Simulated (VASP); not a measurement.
Wanted: the native input for a VASP 6.6.1 run.

| Item | Value |
| --- | --- |
| Task | relaxation of shape and atoms at fixed volume |
| Functional | PBE |
| Dispersion | D3(BJ) |
| Potentials or basis | VASP PAW PBE potentials, release 64 (C) |
| Cutoff | 600 eV |
| k mesh | 18 × 18 × 6 |
| Occupations | gaussian, width 0.1 eV |
| Spin | no spin polarisation |
| Dipole correction | no |
| Further INCAR settings | ALGO = Fast; EDIFF = 1e-06; IBRION = 2; EDIFFG = -0.01; NSW = 50; ISIF = 4 |

The structure of C lies in POSCAR:

```
C
1.0
    1.2494278175     -2.1634525116      0.0000000000
    1.2494278175      2.1634525116      0.0000000000
    0.0000000000      0.0000000000      7.2792059366
C
4
Direct
    0.0833196069      0.9166803931      0.7500000000
    0.5833196069      0.4166803931      0.2500000000
    0.9166803931      0.0833196069      0.2500000000
    0.4166803931      0.5833196069      0.7500000000
```

The input as run:

INCAR

```
PREC     = Accurate       # precision mode
ENCUT    = 600            # plane-wave cutoff, eV
EDIFF    = 1E-6           # SCF threshold, eV
ISMEAR   = 0              # smearing method
SIGMA    = 0.1            # smearing width, eV
LREAL    = False          # projectors in reciprocal space
LASPH    = True           # aspherical terms in the spheres
NELM     = 60             # most SCF steps
ALGO     = Fast           # electronic algorithm
ISIF     = 4              # what is computed and relaxed
LWAVE    = False          # write WAVECAR
LCHARG   = False          # write CHGCAR
GGA      = PE             # functional
IVDW     = 12             # dispersion correction
IBRION   = 2              # ionic algorithm
NSW      = 50             # ionic steps
EDIFFG   = -0.01          # ionic threshold
```

KPOINTS

```
regular mesh
0
Gamma
  18 18 6
```

Potentials or basis: VASP PAW PBE potentials, release 64 (C).

Command:

```bash
$ cat potpaw_PBE.64/C/POTCAR > POTCAR
$ mpirun -np 1 vasp_std > vasp.out
```

It gave:

* Energy gained by relaxing: 9.5 meV/atom
* Ionic steps: 3
* Pressure after relaxing: -2.0 GPa
* Band gap on the k mesh: zero (filled and empty bands touch)
* Dispersion energy per atom: -0.138 eV

Run time: 8.4 min on 1 thread of Oxide Virtual Turin-like Processor, on a shared host, peak memory 0.26 GiB.
